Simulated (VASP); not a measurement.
# Ge in VASP: single point with LDA

Aim: the single point of Ge with LDA.

All numbers are computed with VASP 6.6.1; they aren't measurements. Logs are shortened: lines on timing, memory, paths and dates and some standing lists are left out, and cuts for length are marked.

## 1. The cell of the first run

The cell holds a slab with vacuum, 6 atoms: a = 3.975 Å, b = 3.975 Å, c = 23.027 Å, α = 90.00°, β = 90.00°, γ = 90.00°.

## 2. Single point, LDA

The input, INCAR:

```
  PREC = Accurate
  ENCUT = 520
  EDIFF = 1E-6
  ISMEAR = -1
  SIGMA = 0.02
  LREAL = False
  LASPH = True
  NELM = 60
  ALGO = Normal
  ISIF = 2
  LWAVE = False
  LCHARG = False
  GGA = CA
  NBANDS = 51
```

The input, KPOINTS:

```
Automatic mesh
0
Gamma
  8 8 1
```

The input, POSCAR:

```
Ge
1.0
    3.9752393773      0.0000000000      0.0000000000
    0.0000000000      3.9752393773      0.0000000000
    0.0000000000      0.0000000000     23.0273000000
Ge
6
Direct
    0.7500000000      0.0000000000      0.3466606116
    0.2500000000      0.0000000000      0.4077864342
    0.2500000000      0.5000000000      0.4693052407
    0.7500000000      0.5000000000      0.5306947604
    0.7500000000      0.0000000000      0.5922135662
    0.2500000000      0.0000000000      0.6533393869
```

Potentials or basis: VASP PAW LDA potentials, release 64 (Ge_d).

Run with:

```bash
> cat potpaw_LDA.64/Ge_d/POTCAR > POTCAR
> mpirun -np 1 vasp_std > vasp.out
```

OUTCAR:

```text
PREC = Accurate
   ENCUT = 520
   EDIFF = 1E-6
   ISMEAR = -1
   LREAL = False
   LASPH = True
   NELM = 60
   ISIF = 2
   GGA = CA

 ion  position               nearest neighbor table
   1  0.750  0.000  0.347-   2 2.44   2 2.44
   2  0.250  0.000  0.408-   1 2.44   1 2.44   3 2.44   3 2.44
   3  0.250  0.500  0.469-   4 2.44   4 2.44   2 2.44   2 2.44
   4  0.750  0.500  0.531-   3 2.44   3 2.44   5 2.44   5 2.44
   5  0.750  0.000  0.592-   6 2.44   6 2.44   4 2.44   4 2.44
   6  0.250  0.000  0.653-   5 2.44   5 2.44

  LATTYP: Found a simple tetragonal cell.
 ALAT       =     3.9752393773
 C/A-ratio  =     5.7926826071

  Lattice vectors:

 A1 = (   3.9752393773,   0.0000000000,   0.0000000000)
 A2 = (   0.0000000000,   3.9752393773,   0.0000000000)
 A3 = (   0.0000000000,   0.0000000000,  23.0273000000)

Analysis of symmetry for initial positions (statically):
=====================================================================
 Subroutine PRICEL returns:
 Original cell was already a primitive cell.

 Routine SETGRP: Setting up the symmetry group for a
 simple tetragonal supercell.

 Subroutine GETGRP returns: Found  8 space group operations
 (whereof  4 operations were pure point group operations)
 out of a pool of 16 trial point group operations.

The static configuration has the point symmetry C_2h.
 The point group associated with its full space group is D_2h.

Analysis of symmetry for dynamics (positions and initial velocities):
=====================================================================
 Subroutine PRICEL returns:
 Original cell was already a primitive cell.

 Routine SETGRP: Setting up the symmetry group for a
 simple tetragonal supercell.

 Subroutine GETGRP returns: Found  8 space group operations
 (whereof  4 operations were pure point group operations)
 out of a pool of 16 trial point group operations.

The dynamic configuration has the point symmetry C_2h.
 The point group associated with its full space group is D_2h.

 Subroutine INISYM returns: Found  8 space group operations
 (whereof  4 operations are pure point group operations),
 and found     1 'primitive' translations

----------------------------------------------------------------------------------------

                                     Primitive cell

  volume of cell :     363.8896

  direct lattice vectors                    reciprocal lattice vectors
     3.975239377  0.000000000  0.000000000     0.251557178  0.000000000  0.000000000
     0.000000000  3.975239377  0.000000000     0.000000000  0.251557178  0.000000000
     0.000000000  0.000000000 23.027300000     0.000000000  0.000000000  0.043426715

  length of vectors
     3.975239377  3.975239377 23.027300000     0.251557178  0.251557178  0.043426715

  position of ions in fractional coordinates (direct lattice)
     0.750000000  0.000000000  0.346660612
     0.250000000  0.000000000  0.407786434
     0.250000000  0.500000000  0.469305241
     0.750000000  0.500000000  0.530694760
     0.750000000  0.000000000  0.592213566
     0.250000000  0.000000000  0.653339387

  ion indices of the primitive-cell ions
   primitive index   ion index
                 1           1
                 2           2
                 3           3
                 4           4
                 5           5
                 6           6

----------------------------------------------------------------------------------------

 KPOINTS: Automatic mesh

Automatic generation of k-mesh.
 Grid dimensions read from file:
 generate k-points for:    8    8    1

 Generating k-lattice:

  Cartesian coordinates                     Fractional coordinates (reciprocal lattice)
     0.031444647  0.000000000  0.000000000     0.125000000  0.000000000  0.000000000
     0.000000000  0.031444647  0.000000000     0.000000000  0.125000000  0.000000000
     0.000000000  0.000000000  0.043426715     0.000000000  0.000000000  1.000000000

  Length of vectors
     0.031444647  0.031444647  0.043426715

  Shift w.r.t. Gamma in fractional coordinates (k-lattice)
     0.000000000  0.000000000  0.000000000

 Subroutine IBZKPT returns following result:
 ===========================================

 Found     25 irreducible k-points:

 Following reciprocal coordinates:
            Coordinates               Weight
  0.000000  0.000000  0.000000      1.000000
  0.125000  0.000000  0.000000      2.000000
  0.000000  0.125000  0.000000      2.000000
  0.250000  0.000000  0.000000      2.000000
  0.000000  0.250000  0.000000      2.000000
  0.375000  0.000000  0.000000      2.000000
[... 16 lines left out ...]
  0.500000  0.375000  0.000000      2.000000
 -0.375000  0.500000  0.000000      2.000000
   k-points           NKPTS =     25   k-points in BZ     NKDIM =     25   number of bands    NBANDS=     51
   number of dos      NEDOS =    301   number of ions     NIONS =      6
   total plane-waves  NPLWV = 162000
   dimension x,y,z NGX =    30 NGY =   30 NGZ =  180
   dimension x,y,z NGXF=    60 NGYF=   60 NGZF=  360
   ions per type =               6
   NGX,Y,Z   is equivalent  to a cutoff of  12.55, 12.55, 13.00 a.u.
   NGXF,Y,Z  is equivalent  to a cutoff of  25.09, 25.09, 25.99 a.u.
 SYSTEM =  unknown system
   PREC   = accura    normal or accurate (medium, high low for compatibility)
   ISTART =      0    job   : 0-new  1-cont  2-samecut
   ICHARG =      2    charge: 1-file 2-atom 10-const
   ISPIN  =      1    spin polarized calculation?
   LNONCOLLINEAR =      F non collinear calculations
   LSORBIT =      F    spin-orbit coupling
   LASPH  =      T    aspherical Exc in radial PAW
   ENCUT  =  520.0 eV  38.22 Ry    6.18 a.u.   7.39  7.39 42.82*2*pi/ulx,y,z
   NELM   =     60;   NELMIN=  2; NELMDL= -5     # of ELM steps
   EDIFF  = 0.1E-05   stopping-criterion for ELM
   LREAL  =      F    real-space projection
   EDIFFG = 0.1E-04   stopping-criterion for IOM
   NSW    =      0    number of steps for IOM
   IBRION =     -1    ionic relax: 0-MD 1-quasi-New 2-CG
   NFREE  =      0    steps in history (QN), initial steepest desc. (CG)
   ISIF   =      2    stress and relaxation
   ISYM   =      2    0-nonsym 1-usesym 2-fastsym
   POTIM  = 0.5000    time-step for ionic-motion
   TEBEG  =    0.0;   TEEND  =   0.0 temperature during run
   PSTRESS=    0.0 pullay stress
   NELECT =      84.0000    total number of electrons
   NUPDOWN=      -1.0000    fix difference up-down
   EMIN   =  10.00;   EMAX   =-10.00  energy-range for DOS
   EFERMI =   0.00;   METHOD = LEGACY
   ISMEAR =    -1;   SIGMA  =   0.02  broadening in eV -4-tet -1-fermi 0-gaus
   EFERMI_NEDOS =   21; number of points for ismear=-14 and -15
   IALGO  =     38    algorithm
   IMIX   =      4    mixing-type and parameters
     AMIX     =   0.40;   BMIX     =  1.00
     AMIX_MAG =   1.60;   BMIX_MAG =  1.00
  volume/ion in A,a.u.               =      60.65       409.27
  Fermi-wavevector in a.u.,A,eV,Ry     =   1.004257  1.897770 13.721904  1.008531
  Thomas-Fermi vector in A             =   2.136861
   LORBIT       =      0    0 simple, 1 ext, 2 COOP (PROOUT), +10 PAW based schemes
   GGA     = CA    functional components
   LHFCALC =     F    Hartree Fock is set to
   AEXX    =    0.0000 exact exchange contribution
   IVDW    =     0    specifies the selected vdW correction
   LEPSILON=     F    determine dielectric tensor
   LRPA    =     F    only Hartree local field effects (RPA)
 non-spin polarized calculation
  energy-cutoff  :      520.00
  volume of cell :      363.89
 maximum number of plane-waves:      9909
 NGX is ok and might be reduce to    30
   NGX = 15   NGY = 15   NGZ = 85

 number of electron      83.9999990 magnetization

 Free energy of the ion-electron system (eV)
  ---------------------------------------------------
  ext. energy  EPLUGINS =         0.00000000
  ---------------------------------------------------
  free energy    TOTEN  =       -27.84944050 eV

  energy without entropy =      -27.84556207  energy(sigma->0) =      -27.84750128

 E-fermi :  -1.6686     XC(G=0):  -4.6129

 val. band max:       -1.6860077346   @ k =   0.0000   0.1250   0.0000
 cond. band min:      -1.6625276811   @ k =   0.0000   0.0000   0.0000
 fundamental gap:      0.0234800536
 Fermi energy:        -1.6685934152

 k-point     1 :       0.0000    0.0000    0.0000
  band No.  band energies     occupation
      1     -26.2642      2.00000
      2     -26.2029      2.00000
      3     -26.1948      2.00000
      4     -26.1865      2.00000
      5     -26.1707      2.00000
      6     -26.1396      2.00000
[... 43 lines left out ...]
     50       2.4098      0.00000
     51       3.1448      0.00000

 k-point     2 :       0.1250    0.0000    0.0000
  band No.  band energies     occupation
      1     -26.2667      2.00000
      2     -26.2032      2.00000
      3     -26.1965      2.00000
      4     -26.1780      2.00000
      5     -26.1752      2.00000
      6     -26.1300      2.00000
[... 43 lines left out ...]
     50       2.3800      0.00000
     51       3.2093      0.00000

 k-point     3 :       0.0000    0.1250    0.0000
  band No.  band energies     occupation
      1     -26.2647      2.00000
      2     -26.2124      2.00000
      3     -26.1861      2.00000
      4     -26.1854      2.00000
      5     -26.1676      2.00000
      6     -26.1401      2.00000
[... 43 lines left out ...]
     50       2.4896      0.00000
     51       3.2123      0.00000
[... 1027 lines left out ...]
 k-point    23 :       0.5000    0.3750    0.0000
  band No.  band energies     occupation
      1     -26.2473      2.00000
      2     -26.2473      2.00000
      3     -26.1902      2.00000
      4     -26.1902      2.00000
      5     -26.1072      2.00000
      6     -26.1072      2.00000
[... 43 lines left out ...]
     50       3.6041      0.00000
     51       4.3790      0.00000

 k-point    24 :      -0.3750    0.5000    0.0000
  band No.  band energies     occupation
      1     -26.2627      2.00000
      2     -26.2331      2.00000
      3     -26.1880      2.00000
      4     -26.1818      2.00000
      5     -26.1200      2.00000
      6     -26.0920      2.00000
[... 43 lines left out ...]
     50       3.2986      0.00000
     51       4.5673      0.00000

 [... further k-points ...]

------------------------ aborting loop because EDIFF is reached ----------------------------------------

  FORCE on cell =-STRESS in cart. coord.  units (eV):
  Direction    XX          YY          ZZ          XY          YZ          ZX
  --------------------------------------------------------------------------------------
  -------------------------------------------------------------------------------------
  Total        0.0926068     -2.8744958      0.0451739      0.0000000      0.0000000     -0.0000000
  in kB        0.4077404    -12.6561807      0.1988972      0.0000000      0.0000000     -0.0000000
  external PRESSURE =      -4.0165144 kB  Pullay stress =       0.0000000 kB

 VOLUME and BASIS-vectors are now :
 -----------------------------------------------------------------------------
  energy-cutoff  :      520.00
  volume of cell :      363.89
      direct lattice vectors                 reciprocal lattice vectors
     3.975239377  0.000000000  0.000000000     0.251557178  0.000000000  0.000000000
     0.000000000  3.975239377  0.000000000     0.000000000  0.251557178  0.000000000
     0.000000000  0.000000000 23.027300000     0.000000000  0.000000000  0.043426715

 POSITION                                       TOTAL-FORCE (eV/Angst)
 -----------------------------------------------------------------------------------
      2.98143      0.00000      7.98266         0.000000     -0.000000     -0.012596
      0.99381      0.00000      9.39022        -0.000000     -0.000000      0.000744
      0.99381      1.98762     10.80683        -0.000000     -0.000000      0.006900
      2.98143      1.98762     12.22047         0.000000      0.000000     -0.006900
      2.98143      0.00000     13.63708         0.000000      0.000000     -0.000744
      0.99381      0.00000     15.04464        -0.000000      0.000000      0.012596
 -----------------------------------------------------------------------------------
    total drift:                                0.000000     -0.000000     -0.000004

  FREE ENERGIE OF THE ION-ELECTRON SYSTEM (eV)
  ---------------------------------------------------
  free  energy   TOTEN  =       -27.8494404966 eV

  energy  without entropy=      -27.8455620681  energy(sigma->0) =      -27.84750128
```

Run time: 11 min. Hardware: 1 thread of Intel Xeon Platinum 8259CL at 2.50GHz (Skylake/Cascade Lake), shared host; peak memory 0.51 GiB.

Results:

* Free energy: -27.8494 eV
* Largest force: 0.013 eV/Å
* Band gap on the k mesh: zero (band 42 reaches -1.05 eV, above the bottom of band 43 at -2.11 eV)

Forces on the atoms (eV/Å):
```
Ge   0.000  0.000 -0.013
Ge   0.000  0.000  0.001
Ge   0.000  0.000  0.007
Ge   0.000  0.000 -0.007
Ge   0.000  0.000 -0.001
Ge   0.000  0.000  0.013
```
